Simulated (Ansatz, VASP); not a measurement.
Two plane-wave programs on NbRu3C

The input INCAR:

```
SYSTEM = NbRu3C
PREC     = Accurate       ! precision mode
ENCUT    = 520            ! plane-wave cutoff, eV
EDIFF    = 1E-6           ! SCF threshold, eV
ISMEAR   = -1             ! smearing method
SIGMA    = 0.1            ! smearing width, eV
LREAL    = .False.        ! projectors in reciprocal space
LASPH    = .True.         ! aspherical terms in the spheres
NELM     = 100            ! most SCF steps
ALGO     = Normal         ! electronic algorithm
ISIF     = 2              ! what is computed and relaxed
LWAVE    = .False.        ! write WAVECAR
LCHARG   = .True.         ! write CHGCAR
GGA      = PE             ! functional
LELF     = .True.         ! ELF
LVHAR    = .True.       
NBANDS   = 38             ! bands
```

Contents of KPOINTS:

```
regular mesh
0
Gamma
  6 6 6
  0 0 0
```

File POSCAR:

```
NbRu3C
1.0
    4.0651400000      0.0000000000      0.0000000000
    0.0000000000      4.0651400000      0.0000000000
    0.0000000000      0.0000000000      4.0651400000
Nb Ru C
1 3 1
Direct
    0.0000000000      0.0000000000      0.0000000000
    0.0000000000      0.5000000000      0.5000000000
    0.5000000000      0.0000000000      0.5000000000
    0.5000000000      0.5000000000      0.0000000000
    0.5000000000      0.5000000000      0.5000000000
```

Input for Ansatz:

```yaml
crystal:
  lattice:
    - [4.06514, 0.0, 0.0]
    - [0.0, 4.06514, 0.0]
    - [0.0, 0.0, 4.06514]
  atoms:
    - { symbol: Nb, position: [0.0, 0.0, 0.0] }
    - { symbol: Ru, position: [0.0, 0.5, 0.5] }
    - { symbol: Ru, position: [0.5, 0.0, 0.5] }
    - { symbol: Ru, position: [0.5, 0.5, 0.0] }
    - { symbol: C, position: [0.5, 0.5, 0.5] }
basis:
  ecutwfc: 500.0
kpoints:
  mp_grid:
    grid: [6, 6, 6]
scf:
  occupations:
    method: fermi_dirac
    width: 0.1
output:
  stress: true
```

Alike in both runs: task single point; functional PBE; k mesh 6 × 6 × 6; occupations fermi-dirac, width 0.1 eV; no spin polarisation.

|  | VASP | Ansatz |
| --- | --- | --- |
| version | VASP 6.6.1 | Ansatz 0.2.0 |
| potentials or method | VASP PAW PBE potentials, release 64 (Nb_sv, Ru_pv, C), cutoff 520 eV | plane waves, PAW |
| valence electrons in the cell | 59 | 65 |

```csv
,VASP,Ansatz,Ansatz less VASP
pressure (GPa),-3.3,-3.2,+0.08
```

With one functional, cell and mesh, what is left measures potentials, basis and numerics. VASP's potentials hold 59 valence electrons a cell and Ansatz's 65, so a difference there can come from the potentials and not from the codes.
